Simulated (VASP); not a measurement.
# GaN (F-43m) in VASP: G0W0 quasiparticle levels with PBE

Aim: the G0W0 quasiparticle levels of GaN with PBE.

All numbers are computed with VASP 6.6.1; they aren't measurements. Logs are shortened: lines on timing, memory, paths and dates and some standing lists are left out, and cuts for length are marked.

**1. The cell of the first run**

It takes space group F-43m (No. 216, cubic). The conventional cell has a = 4.498 Å, b = 4.498 Å, c = 4.498 Å, α = 90.00°, β = 90.00°, γ = 90.00°. Ga (site symmetry -43m) has 4 N at 1.95 Å within 2.6 Å. Within 2.6 Å of N (site symmetry -43m) lie 4 Ga at 1.95 Å.

**2. G0W0 quasiparticle levels, PBE**

Contents of POSCAR:

```
GaN
1.0
    0.0000000000      2.2489525411      2.2489525411
    2.2489525411      0.0000000000      2.2489525411
    2.2489525411      2.2489525411      0.0000000000
Ga N
1 1
Direct
    0.0000000000      0.0000000000      0.0000000000
    0.2500000000      0.2500000000      0.2500000000
```

Contents of INCAR.step1:

```
PREC = Accurate
ENCUT = 500
EDIFF = 1E-8
ISMEAR = 0
SIGMA = 0.01
LREAL = False
LASPH = True
NELM = 100
ALGO = Normal
LWAVE = True
LCHARG = False
GGA = PE
```

Contents of INCAR.step2:

```
PREC = Accurate
ENCUT = 500
EDIFF = 1E-8
ISMEAR = 0
SIGMA = 0.01
LREAL = False
LASPH = True
NELM = 1
ALGO = Exact
LWAVE = True
LCHARG = False
GGA = PE
NBANDS = 103
LOPTICS = True
ISTART = 1
```

Contents of INCAR.step3:

```
PREC = Accurate
ENCUT = 500
EDIFF = 1E-8
ISMEAR = 0
SIGMA = 0.01
LREAL = False
LASPH = True
ALGO = EVGW0
LWAVE = False
LCHARG = False
GGA = PE
NELMGW = 1
NBANDS = 103
ENCUTGW = 150.0
NOMEGA = 96
PRECFOCK = Fast
ISTART = 1
NBANDSGW = 17
OMEGAMAX = 20
```

Contents of KPOINTS:

```
regular mesh
0
Gamma
  6 6 6
```

Potentials or basis: VASP PAW PBE potentials, release 64 (Ga_d_GW, N_GW).

The run is started by

```
cat potpaw_PBE.64/Ga_d_GW/POTCAR potpaw_PBE.64/N_GW/POTCAR > POTCAR
cp INCAR.step1 INCAR
mpirun -np 1 vasp_std > vasp.out
cp INCAR.step2 INCAR
mpirun -np 1 vasp_std > vasp.out
cp INCAR.step3 INCAR
mpirun -np 1 vasp_std > vasp.out
```

OUTCAR:

```text
PREC = Accurate
   ENCUT = 500
   EDIFF = 1E-8
   ISMEAR = 0
   LREAL = False
   LASPH = True
   GGA = PE
   NELMGW = 1
   ENCUTGW = 150.0
   PRECFOCK = Fast
   ISTART = 1

 ion  position               nearest neighbor table
   1  0.000  0.000  0.000-   2 1.95   2 1.95   2 1.95   2 1.95
   2  0.250  0.250  0.250-   1 1.95   1 1.95   1 1.95   1 1.95

  LATTYP: Found a face centered cubic cell.
 ALAT       =     4.4979050822

  Lattice vectors:

 A1 = (   0.0000000000,   2.2489525411,   2.2489525411)
 A2 = (   2.2489525411,   0.0000000000,   2.2489525411)
 A3 = (   2.2489525411,   2.2489525411,   0.0000000000)

Analysis of symmetry for initial positions (statically):
=====================================================================
 Subroutine PRICEL returns:
 Original cell was already a primitive cell.

 Routine SETGRP: Setting up the symmetry group for a
 face centered cubic supercell.

 Subroutine GETGRP returns: Found 24 space group operations
 (whereof 24 operations were pure point group operations)
 out of a pool of 48 trial point group operations.

The static configuration has the point symmetry T_d .

Analysis of symmetry for dynamics (positions and initial velocities):
=====================================================================
 Subroutine PRICEL returns:
 Original cell was already a primitive cell.

 Routine SETGRP: Setting up the symmetry group for a
 face centered cubic supercell.

 Subroutine GETGRP returns: Found 24 space group operations
 (whereof 24 operations were pure point group operations)
 out of a pool of 48 trial point group operations.

The dynamic configuration has the point symmetry T_d .

 Subroutine INISYM returns: Found 24 space group operations
 (whereof 24 operations are pure point group operations),
 and found     1 'primitive' translations

----------------------------------------------------------------------------------------

                                     Primitive cell

  volume of cell :      22.7494

  direct lattice vectors                    reciprocal lattice vectors
     0.000000000  2.248952541  2.248952541    -0.222325723  0.222325723  0.222325723
     2.248952541  0.000000000  2.248952541     0.222325723 -0.222325723  0.222325723
     2.248952541  2.248952541  0.000000000     0.222325723  0.222325723 -0.222325723

  length of vectors
     3.180499185  3.180499185  3.180499185     0.385079448  0.385079448  0.385079448

  position of ions in fractional coordinates (direct lattice)
     0.000000000  0.000000000  0.000000000
     0.250000000  0.250000000  0.250000000

  ion indices of the primitive-cell ions
   primitive index   ion index
                 1           1
                 2           2

----------------------------------------------------------------------------------------

 KPOINTS: regular mesh

Automatic generation of k-mesh.
 Grid dimensions read from file:
 generate k-points for:    6    6    6

 Generating k-lattice:

  Cartesian coordinates                     Fractional coordinates (reciprocal lattice)
    -0.037054287  0.037054287  0.037054287     0.166666667  0.000000000  0.000000000
     0.037054287 -0.037054287  0.037054287     0.000000000  0.166666667  0.000000000
     0.037054287  0.037054287 -0.037054287     0.000000000  0.000000000  0.166666667

  Length of vectors
     0.064179908  0.064179908  0.064179908

  Shift w.r.t. Gamma in fractional coordinates (k-lattice)
     0.000000000  0.000000000  0.000000000

 Subroutine IBZKPT returns following result:
 ===========================================

 Found     16 irreducible k-points:

 Following reciprocal coordinates:
            Coordinates               Weight
  0.000000  0.000000  0.000000      1.000000
  0.166667  0.000000  0.000000      8.000000
  0.333333  0.000000  0.000000      8.000000
  0.500000  0.000000  0.000000      4.000000
  0.166667  0.166667  0.000000      6.000000
  0.333333  0.166667  0.000000     24.000000
[... 8 lines left out ...]
 -0.333333  0.333333  0.166667     24.000000
 -0.333333  0.500000  0.166667     12.000000
   k-points           NKPTS =     16   k-points in BZ     NKDIM =    216   number of bands    NBANDS=    103
   number of dos      NEDOS =    301   number of ions     NIONS =      2
   total plane-waves  NPLWV =  13824
   dimension x,y,z NGX =    24 NGY =   24 NGZ =   24
   dimension x,y,z NGXF=    48 NGYF=   48 NGZF=   48
   ions per type =               1   1
   NGX,Y,Z   is equivalent  to a cutoff of  12.54, 12.54, 12.54 a.u.
   NGXF,Y,Z  is equivalent  to a cutoff of  25.09, 25.09, 25.09 a.u.
 SYSTEM =  unknown system
   PREC   = accura    normal or accurate (medium, high low for compatibility)
   ISTART =      1    job   : 0-new  1-cont  2-samecut
   ICHARG =      0    charge: 1-file 2-atom 10-const
   ISPIN  =      1    spin polarized calculation?
   LNONCOLLINEAR =      F non collinear calculations
   LSORBIT =      F    spin-orbit coupling
   LASPH  =      T    aspherical Exc in radial PAW
   ENCUT  =  500.0 eV  36.75 Ry    6.06 a.u.   5.80  5.80  5.80*2*pi/ulx,y,z
   NELM   =     60;   NELMIN=  2; NELMDL=  0     # of ELM steps
   EDIFF  = 0.1E-07   stopping-criterion for ELM
   LREAL  =      F    real-space projection
   EDIFFG = 0.1E-06   stopping-criterion for IOM
   NSW    =      0    number of steps for IOM
   IBRION =     -1    ionic relax: 0-MD 1-quasi-New 2-CG
   NFREE  =      0    steps in history (QN), initial steepest desc. (CG)
   ISIF   =      0    stress and relaxation
   ISYM   =      3    0-nonsym 1-usesym 2-fastsym
   POTIM  = 0.5000    time-step for ionic-motion
   TEBEG  =    0.0;   TEEND  =   0.0 temperature during run
   PSTRESS=    0.0 pullay stress
   NELECT =      18.0000    total number of electrons
   NUPDOWN=      -1.0000    fix difference up-down
   EMIN   =  10.00;   EMAX   =-10.00  energy-range for DOS
   EFERMI =   0.00;   METHOD = LEGACY
   ISMEAR =     0;   SIGMA  =   0.01  broadening in eV -4-tet -1-fermi 0-gaus
   EFERMI_NEDOS =   21; number of points for ismear=-14 and -15
   IALGO  =     38    algorithm
   IMIX   =      4    mixing-type and parameters
     AMIX     =   0.40;   BMIX     =  1.00
     AMIX_MAG =   1.60;   BMIX_MAG =  1.00
  volume/ion in A,a.u.               =      11.37        76.76
  Fermi-wavevector in a.u.,A,eV,Ry     =   1.514173  2.861371 31.194330  2.292719
  Thomas-Fermi vector in A             =   2.623866
   LORBIT       =      0    0 simple, 1 ext, 2 COOP (PROOUT), +10 PAW based schemes
   GGA     = PE    functional components
   LHFCALC =     T    Hartree Fock is set to
   PRECFOCK=fast      Normal, Fast or Accurate (Low or Medium for compatibility)
   ENCUT4O =  -1.0   cutoff for four orbital integrals eV
   NKREDX  =     1    reduce k-point grid by
   NKREDY  =     1    reduce k-point grid by
   NKREDZ  =     1    reduce k-point grid by
   AEXX    =    1.0000 exact exchange contribution
   HFSCREEN=    0.0000 screening length (either q_TF or 0.3 A-1)
   HFSCREENC=   0.0000 screening length for correlation (either q_TF or 0.3 A-1)
   ENCUTFOCK=  -1.0 apply spherical cutoff to Coloumb kernel
   IVDW    =     0    specifies the selected vdW correction
   LEPSILON=     F    determine dielectric tensor
   LRPA    =     F    only Hartree local field effects (RPA)
   LRPAFORCE           =     F    calculate RPA forces
   ENCUTGW             = 150.0    cutoff for response function in eV
   ENCUTGWSOFT         = 120.0    soft cutoff for Coulomb kernel in GW response function in eV
   ENCUTLF             =  -1.0    cutoff for local field effects
   NELMGW              =     1    number of iterations in solving QP/BSE equation
   NELMHF              =     1    number of iterations in the inner HF iteration
   NKREDLFX            =     1    NKREDLFY  =   1   NKREDLFZ  =   1
 non-spin polarized calculation
 Gauss-broadening in eV      SIGMA  =   0.01
  energy-cutoff  :      500.00
  volume of cell :       22.75
 maximum number of plane-waves:       589
  NGX = 14; NGY = 14; NGZ = 14
   NGX = 11   NGY = 11   NGZ = 11
 maximum number of plane-waves:       113

 QP shifts <psi_nk| G(iteration)W_0 |psi_nk>: iteration 1
 for sc-GW calculations column KS-energies equals QP-energies in previous step
 and V_xc(KS)=  KS-energies - (<T + V_ion + V_H > + <T+V_H+V_ion>^1  + <V_x>^1)

 k-point   1 :       0.0000    0.0000    0.0000
  band No.  KS-energies  QP-energies   sigma(KS)   V_xc(KS)     V^pw_x(r,r')   Z            occupation Imag(sigma)

      1     -10.8176     -11.8713     -16.4645     -14.8634     -24.6039       0.6581       2.0000       0.9726
      2      -8.3324     -11.2237     -25.4658     -21.4817     -34.7834       0.7257       2.0000       0.1645
      3      -8.3324     -11.2237     -25.4658     -21.4817     -34.7834       0.7257       2.0000       0.1645
      4      -8.3324     -11.2237     -25.4658     -21.4817     -34.7834       0.7257       2.0000       0.1645
      5      -8.0098     -11.0115     -25.8992     -21.8059     -35.1839       0.7333       2.0000       0.1090
      6      -8.0098     -11.0115     -25.8992     -21.8059     -35.1839       0.7333       2.0000       0.1090
[... 9 lines left out ...]
     16      23.9964      24.2286      -9.3680      -9.6659      -2.9938       0.7796       0.0000      -0.6469
     17      23.9964      24.2286      -9.3680      -9.6659      -2.9938       0.7796       0.0000      -0.6469

 k-point   2 :       0.1667    0.0000    0.0000
  band No.  KS-energies  QP-energies   sigma(KS)   V_xc(KS)     V^pw_x(r,r')   Z            occupation Imag(sigma)

      1     -10.5332     -11.6687     -17.1079     -15.4027     -25.2881       0.6659       2.0000       0.9323
      2      -8.2982     -11.1975     -25.5127     -21.5220     -34.8364       0.7265       2.0000       0.1631
      3      -8.2982     -11.1975     -25.5127     -21.5220     -34.8364       0.7265       2.0000       0.1631
      4      -8.2039     -11.0077     -24.9085     -21.0544     -34.0832       0.7275       2.0000       0.2022
      5      -8.0113     -11.0099     -25.8921     -21.8007     -35.1792       0.7329       2.0000       0.1100
      6      -8.0113     -11.0099     -25.8921     -21.8007     -35.1792       0.7329       2.0000       0.1100
[... 9 lines left out ...]
     16      22.0286      22.4296     -10.1037     -10.6145      -4.3927       0.7849       0.0000      -0.3532
     17      25.8022      26.4609      -9.7230     -10.5672      -3.0601       0.7802       0.0000      -0.7312

 k-point   3 :       0.3333    0.0000    0.0000
  band No.  KS-energies  QP-energies   sigma(KS)   V_xc(KS)     V^pw_x(r,r')   Z            occupation Imag(sigma)
[... 253 lines left out ...]
      1      -9.7746     -11.6450     -21.4180     -18.7305     -30.2465       0.6960       2.0000       0.5690
      2      -8.2105     -11.1421     -25.5476     -21.5293     -34.8375       0.7296       2.0000       0.1486
      3      -8.1444     -11.0828     -25.6651     -21.6406     -34.9835       0.7301       2.0000       0.1489
      4      -8.0332     -11.0203     -25.8656     -21.7862     -35.1897       0.7322       2.0000       0.1257
      5      -7.9868     -10.9814     -25.9172     -21.8322     -35.2310       0.7331       2.0000       0.1177
      6      -6.2500      -8.2898     -22.7081     -19.8880     -31.0360       0.7233       2.0000       0.3828
[... 9 lines left out ...]
     16      27.9936      28.7348     -11.0144     -11.9648      -3.9900       0.7798       0.0000      -0.9651
     17      29.3663      30.1995     -10.9776     -12.0183      -4.2903       0.8005       0.0000      -0.9246

 k-point  16 :      -0.3333    0.5000    0.1667
  band No.  KS-energies  QP-energies   sigma(KS)   V_xc(KS)     V^pw_x(r,r')   Z            occupation Imag(sigma)

      1      -9.7411     -11.6681     -21.7110     -18.9493     -30.5923       0.6977       2.0000       0.5429
      2      -8.2019     -11.1299     -25.4272     -21.4191     -34.6509       0.7305       2.0000       0.1408
      3      -8.1270     -11.0826     -25.7562     -21.7105     -35.1098       0.7305       2.0000       0.1482
      4      -8.0187     -10.9959     -25.9192     -21.8548     -35.2823       0.7325       2.0000       0.1397
      5      -7.9702     -10.9704     -25.9399     -21.8510     -35.2531       0.7337       2.0000       0.1147
      6      -6.1021      -8.0742     -22.5187     -19.7889     -30.7682       0.7224       2.0000       0.3920
[... 9 lines left out ...]
     16      28.2112      29.0565     -11.7212     -12.8017      -4.5395       0.7823       0.0000      -1.0751
     17      29.6287      30.5712     -11.2887     -12.4777      -4.5656       0.7927       0.0000      -0.9178
```

It took 23 min on 1 thread of AMD EPYC, shared host; peak memory 0.46 GiB.

Results:

| Property | Result |
| --- | --- |
| Quasiparticle gap | 2.90 eV |
| Least direct quasiparticle gap | 2.90 eV |
| Band gap of the starting levels on the mesh | 1.77 eV |
| Least direct gap of the starting levels on the mesh | 1.77 eV |

Caveat: the k points lie up to 0.40 Å⁻¹ apart; bands, screening cutoff and mesh are small and nothing is extrapolated, so the quasiparticle values aren't converged; the structure was generated, so it needn't be the stable form of GaN.
